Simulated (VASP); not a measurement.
# I (Fmmm) in VASP: further runs

Aim: see how the results for I move with the level of theory and the settings. Levels: PBE, BLYP. Tasks: single point, relaxation of cell and atoms.

All numbers are computed with VASP 6.6.1; they aren't measurements. Logs are shortened: lines on timing, memory, paths and dates and some standing lists are left out, and cuts for length are marked.

## (1) The cell of the first run

It takes space group Fmmm (No. 69, orthorhombic). Conventional cell: a = 4.384 Å, b = 4.731 Å, c = 7.820 Å, α = 90.00°, β = 90.00°, γ = 90.00°. I (site symmetry mmm) has 4 I at 3.23 Å within 4.2 Å.

## (2) Single point, PBE

File INCAR:

```
SYSTEM = I
ALGO     = Normal         ! electronic algorithm
EDIFF    = 1E-6           ! SCF threshold, eV
ENCUT    = 520            ! plane-wave cutoff, eV
GGA      = PE             ! functional
ISIF     = 2              ! what is computed and relaxed
ISMEAR   = 0              ! smearing method
LASPH    = .TRUE.         ! aspherical terms in the spheres
LCHARG   = .TRUE.         ! write CHGCAR
LELF     = .TRUE.         ! ELF
LREAL    = .FALSE.        ! projectors in reciprocal space
LVHAR    = .TRUE.       
LWAVE    = .FALSE.        ! write WAVECAR
NBANDS   = 10             ! bands
NELM     = 60             ! most SCF steps
PREC     = Accurate       ! precision mode
SIGMA    = 0.011          ! smearing width, eV
```

File KPOINTS:

```
k-points
0
G
  9 9 9
  0 0 0
```

File POSCAR:

```
I
1.0
    0.0000000000      2.3656004428      3.9098401324
    2.1922454667      0.0000000000      3.9098401324
    2.1922454667      2.3656004428      0.0000000000
I
1
Direct
    0.0000000000      0.0000000000      0.0000000000
```

Potentials or basis: VASP PAW PBE potentials, release 64 (I).

On the command line:

```bash
$ cat potpaw_PBE.64/I/POTCAR > POTCAR
$ mpirun -np 1 vasp_std > vasp.out
```

OUTCAR:

```text
SYSTEM = I
   EDIFF = 1E-6
   ENCUT = 520
   GGA = PE
   ISIF = 2
   ISMEAR = 0
   LASPH = .TRUE.
   LREAL = .FALSE.
   NELM = 60
   PREC = Accurate

 ion  position               nearest neighbor table
   1  0.000  0.000  0.000-

  LATTYP: Found a face centered orthorhombic cell.
 ALAT       =     4.3844909334
 B/A-ratio  =     1.0790764441
 C/A-ratio  =     1.7834864717

  Lattice vectors:

 A1 = (   0.0000000000,   2.3656004428,   3.9098401324)
 A2 = (   2.1922454667,   0.0000000000,   3.9098401324)
 A3 = (   2.1922454667,   2.3656004428,   0.0000000000)

Analysis of symmetry for initial positions (statically):
=====================================================================
 Subroutine PRICEL returns:
 Original cell was already a primitive cell.

 Routine SETGRP: Setting up the symmetry group for a
 face centered orthorhombic supercell.

 Subroutine GETGRP returns: Found  8 space group operations
 (whereof  8 operations were pure point group operations)
 out of a pool of  8 trial point group operations.

The static configuration has the point symmetry D_2h.

Analysis of symmetry for dynamics (positions and initial velocities):
=====================================================================
 Subroutine PRICEL returns:
 Original cell was already a primitive cell.

 Routine SETGRP: Setting up the symmetry group for a
 face centered orthorhombic supercell.

 Subroutine GETGRP returns: Found  8 space group operations
 (whereof  8 operations were pure point group operations)
 out of a pool of  8 trial point group operations.

The dynamic configuration has the point symmetry D_2h.

 Subroutine INISYM returns: Found  8 space group operations
 (whereof  8 operations are pure point group operations),
 and found     1 'primitive' translations

----------------------------------------------------------------------------------------

                                     Primitive cell

  volume of cell :      40.5527

  direct lattice vectors                    reciprocal lattice vectors
     0.000000000  2.365600443  3.909840132    -0.228076649  0.211362828  0.127882467
     2.192245467  0.000000000  3.909840132     0.228076649 -0.211362828  0.127882467
     2.192245467  2.365600443  0.000000000     0.228076649  0.211362828 -0.127882467

  length of vectors
     4.569782852  4.482498193  3.225214046     0.336224818  0.336224818  0.336224818

  position of ions in fractional coordinates (direct lattice)
     0.000000000  0.000000000  0.000000000

  ion indices of the primitive-cell ions
   primitive index   ion index
                 1           1

----------------------------------------------------------------------------------------

 KPOINTS: k-points

Automatic generation of k-mesh.
 Grid dimensions read from file:
 generate k-points for:    9    9    9

 Generating k-lattice:

  Cartesian coordinates                     Fractional coordinates (reciprocal lattice)
    -0.025341850  0.023484759  0.014209163     0.111111111  0.000000000  0.000000000
     0.025341850 -0.023484759  0.014209163     0.000000000  0.111111111  0.000000000
     0.025341850  0.023484759 -0.014209163     0.000000000  0.000000000  0.111111111

  Length of vectors
     0.037358313  0.037358313  0.037358313

  Shift w.r.t. Gamma in fractional coordinates (k-lattice)
     0.000000000  0.000000000  0.000000000

 Subroutine IBZKPT returns following result:
 ===========================================

 Found    125 irreducible k-points:

 Following reciprocal coordinates:
            Coordinates               Weight
  0.000000  0.000000  0.000000      1.000000
  0.111111  0.000000  0.000000      8.000000
  0.222222  0.000000  0.000000      8.000000
  0.333333  0.000000  0.000000      8.000000
  0.444444  0.000000  0.000000      8.000000
  0.111111  0.111111  0.000000      2.000000
[... 16 lines left out ...]
 -0.333333  0.333333 -0.000000      4.000000
  0.444444  0.444444  0.000000      2.000000
 [... further k-points ...]
   k-points           NKPTS =    125   k-points in BZ     NKDIM =    125   number of bands    NBANDS=     10
   number of dos      NEDOS =    301   number of ions     NIONS =      1
   total plane-waves  NPLWV =  31104
   dimension x,y,z NGX =    36 NGY =   36 NGZ =   24
   dimension x,y,z NGXF=    72 NGYF=   72 NGZF=   48
   ions per type =               1
   NGX,Y,Z   is equivalent  to a cutoff of  13.10, 13.35, 12.37 a.u.
   NGXF,Y,Z  is equivalent  to a cutoff of  26.19, 26.70, 24.74 a.u.
 SYSTEM =  I
   PREC   = accura    normal or accurate (medium, high low for compatibility)
   ISTART =      0    job   : 0-new  1-cont  2-samecut
   ICHARG =      2    charge: 1-file 2-atom 10-const
   ISPIN  =      1    spin polarized calculation?
   LNONCOLLINEAR =      F non collinear calculations
   LSORBIT =      F    spin-orbit coupling
   LASPH  =      T    aspherical Exc in radial PAW
   ENCUT  =  520.0 eV  38.22 Ry    6.18 a.u.   8.50  8.33  6.00*2*pi/ulx,y,z
   NELM   =     60;   NELMIN=  2; NELMDL= -5     # of ELM steps
   EDIFF  = 0.1E-05   stopping-criterion for ELM
   LREAL  =      F    real-space projection
   EDIFFG = 0.1E-04   stopping-criterion for IOM
   NSW    =      0    number of steps for IOM
   IBRION =     -1    ionic relax: 0-MD 1-quasi-New 2-CG
   NFREE  =      0    steps in history (QN), initial steepest desc. (CG)
   ISIF   =      2    stress and relaxation
   ISYM   =      2    0-nonsym 1-usesym 2-fastsym
   POTIM  = 0.5000    time-step for ionic-motion
   TEBEG  =    0.0;   TEEND  =   0.0 temperature during run
   PSTRESS=    0.0 pullay stress
   NELECT =       7.0000    total number of electrons
   NUPDOWN=      -1.0000    fix difference up-down
   EMIN   =  10.00;   EMAX   =-10.00  energy-range for DOS
   EFERMI =   0.00;   METHOD = LEGACY
   ISMEAR =     0;   SIGMA  =   0.01  broadening in eV -4-tet -1-fermi 0-gaus
   EFERMI_NEDOS =   21; number of points for ismear=-14 and -15
   IALGO  =     38    algorithm
   IMIX   =      4    mixing-type and parameters
     AMIX     =   0.40;   BMIX     =  1.00
     AMIX_MAG =   1.60;   BMIX_MAG =  1.00
  volume/ion in A,a.u.               =      40.55       273.66
  Fermi-wavevector in a.u.,A,eV,Ry     =   0.911523  1.722529 11.304731  0.830874
  Thomas-Fermi vector in A             =   2.035812
   LORBIT       =      0    0 simple, 1 ext, 2 COOP (PROOUT), +10 PAW based schemes
   GGA     = PE    functional components
   LHFCALC =     F    Hartree Fock is set to
   AEXX    =    0.0000 exact exchange contribution
   IVDW    =     0    specifies the selected vdW correction
   LEPSILON=     F    determine dielectric tensor
   LRPA    =     F    only Hartree local field effects (RPA)
 non-spin polarized calculation
 Gauss-broadening in eV      SIGMA  =   0.01
  energy-cutoff  :      520.00
  volume of cell :       40.55
 maximum number of plane-waves:      1109
 NGX is ok and might be reduce to    36
   NGX = 17   NGY = 17   NGZ = 11

 number of electron       7.0000000 magnetization

 Free energy of the ion-electron system (eV)
  ---------------------------------------------------
  ext. energy  EPLUGINS =         0.00000000
  ---------------------------------------------------
  free energy    TOTEN  =        -1.38908202 eV

  energy without entropy =       -1.38901117  energy(sigma->0) =       -1.38904659

 E-fermi :   3.4932     XC(G=0):  -8.2597

 val. band max:        3.4764609796   @ k =   0.4444   0.3333   0.1111
 cond. band min:       3.4942414869   @ k =  -0.2222   0.0000   0.1111
 fundamental gap:      0.0177805074
 Fermi energy:         3.4931738837

 k-point     1 :       0.0000    0.0000    0.0000
  band No.  band energies     occupation
      1     -10.3836      2.00000
      2       1.5531      2.00000
      3       4.2732      0.00000
      4       4.5467      0.00000
      5       8.0362      0.00000
      6      10.9729      0.00000
      7      11.7009      0.00000
      8      15.6111      0.00000
      9      15.9271      0.00000
     10      15.9287      0.00000

 k-point     2 :       0.1111    0.0000    0.0000
  band No.  band energies     occupation
      1     -10.2524      2.00000
      2       1.5497      2.00000
      3       3.2981      2.00000
      4       4.5033      0.00000
      5       8.3988      0.00000
      6      11.3601      0.00000
      7      12.7353      0.00000
      8      13.4643      0.00000
      9      15.9172      0.00000
     10      16.6177      0.00000

 k-point     3 :       0.2222    0.0000    0.0000
  band No.  band energies     occupation
      1      -9.8862      2.00000
      2       1.2217      2.00000
      3       1.6738      2.00000
      4       4.7117      0.00000
      5       9.1321      0.00000
      6      11.5837      0.00000
      7      11.7871      0.00000
      8      15.4238      0.00000
      9      16.3479      0.00000
     10      17.0563      0.00000

 k-point     4 :       0.3333    0.0000    0.0000
  band No.  band energies     occupation
      1      -9.3878      2.00000
      2      -0.4916      2.00000
      3       1.6835      2.00000
      4       4.9830      0.00000
      5       8.9823      0.00000
      6      11.8405      0.00000
      7      12.2070      0.00000
      8      15.5816      0.00000
      9      17.0841      0.00000
     10      17.6722      0.00000

 k-point     5 :       0.4444    0.0000    0.0000
  band No.  band energies     occupation
      1      -8.9890      2.00000
      2      -1.5616      2.00000
      3       1.7535      2.00000
      4       5.1785      0.00000
      5       8.3727      0.00000
      6      12.5415      0.00000
      7      13.5736      0.00000
      8      15.2934      0.00000
      9      16.2235      0.00000
     10      16.6157      0.00000

 k-point     6 :       0.1111    0.1111    0.0000
  band No.  band energies     occupation
      1     -10.3561      2.00000
      2       1.2148      2.00000
      3       4.2458      0.00000
      4       4.5219      0.00000
      5       8.6450      0.00000
      6      10.9012      0.00000
      7      11.5551      0.00000
      8      15.8270      0.00000
      9      16.1317      0.00000
     10      16.2802      0.00000
[... 183 lines left out ...]
 k-point    21 :       0.4444    0.3333    0.0000
  band No.  band energies     occupation
      1     -10.0471      2.00000
      2      -0.2358      2.00000
      3       3.1057      2.00000
      4       4.3287      0.00000
      5      10.8090      0.00000
      6      12.0410      0.00000
      7      12.8545      0.00000
      8      16.4746      0.00000
      9      18.0452      0.00000
     10      18.6656      0.00000

 k-point    22 :      -0.4444    0.3333   -0.0000
  band No.  band energies     occupation
      1      -9.6981      2.00000
      2       0.0311      2.00000
      3       1.1378      2.00000
      4       4.5587      0.00000
      5      11.1897      0.00000
      6      12.2023      0.00000
      7      14.4520      0.00000
      8      16.7503      0.00000
      9      17.2248      0.00000
     10      17.5319      0.00000

 k-point    23 :      -0.3333    0.3333   -0.0000
  band No.  band energies     occupation
      1      -9.2607      2.00000
      2      -0.5827      2.00000
      3       0.6170      2.00000
      4       4.8858      0.00000
      5      10.8554      0.00000
      6      11.7810      0.00000
      7      13.9339      0.00000
      8      15.8755      0.00000
      9      17.7408      0.00000
     10      18.0820      0.00000

 k-point    24 :       0.4444    0.4444    0.0000
  band No.  band energies     occupation
      1     -10.1432      2.00000
      2      -0.5177      2.00000
      3       4.0566      0.00000
      4       4.3502      0.00000
      5      10.4657      0.00000
      6      10.8052      0.00000
      7      13.8619      0.00000
      8      18.2932      0.00000
      9      18.3768      0.00000
     10      18.5667      0.00000

 [... further k-points ...]

------------------------ aborting loop because EDIFF is reached ----------------------------------------

  FORCE on cell =-STRESS in cart. coord.  units (eV):
  Direction    XX          YY          ZZ          XY          YZ          ZX
  --------------------------------------------------------------------------------------
  -------------------------------------------------------------------------------------
  Total        0.1000277      0.0174813      0.1901046     -0.0000000      0.0000000      0.0000000
  in kB        3.9519495      0.6906609      7.5107560     -0.0000000      0.0000000      0.0000000
  external PRESSURE =       4.0511221 kB  Pullay stress =       0.0000000 kB

 VOLUME and BASIS-vectors are now :
 -----------------------------------------------------------------------------
  energy-cutoff  :      520.00
  volume of cell :       40.55
      direct lattice vectors                 reciprocal lattice vectors
     0.000000000  2.365600443  3.909840132    -0.228076649  0.211362828  0.127882467
     2.192245467  0.000000000  3.909840132     0.228076649 -0.211362828  0.127882467
     2.192245467  2.365600443  0.000000000     0.228076649  0.211362828 -0.127882467

 POSITION                                       TOTAL-FORCE (eV/Angst)
 -----------------------------------------------------------------------------------
      0.00000      0.00000      0.00000        -0.000000     -0.000000      0.000000
 -----------------------------------------------------------------------------------
    total drift:                                0.000000      0.000000      0.000000

  FREE ENERGIE OF THE ION-ELECTRON SYSTEM (eV)
  ---------------------------------------------------
  free  energy   TOTEN  =        -1.3890820212 eV

  energy  without entropy=       -1.3890111686  energy(sigma->0) =       -1.38904659
```

It took 25 s on 1 thread of AMD EPYC 9R45 (Zen 5), shared host; peak memory 0.18 GiB.

What came out:

* Free energy: -1.3891 eV
* Pressure: 0.4 GPa
* Band gap on the k mesh: zero (an odd number of electrons rules out a gap without spin polarisation)

Caveat: spin-orbit coupling is left out, which moves the levels of the heavy elements; an odd number of electrons without spin polarisation forces a metal; a magnetic or distorted state may lie lower.

[end of part 1 of 3]
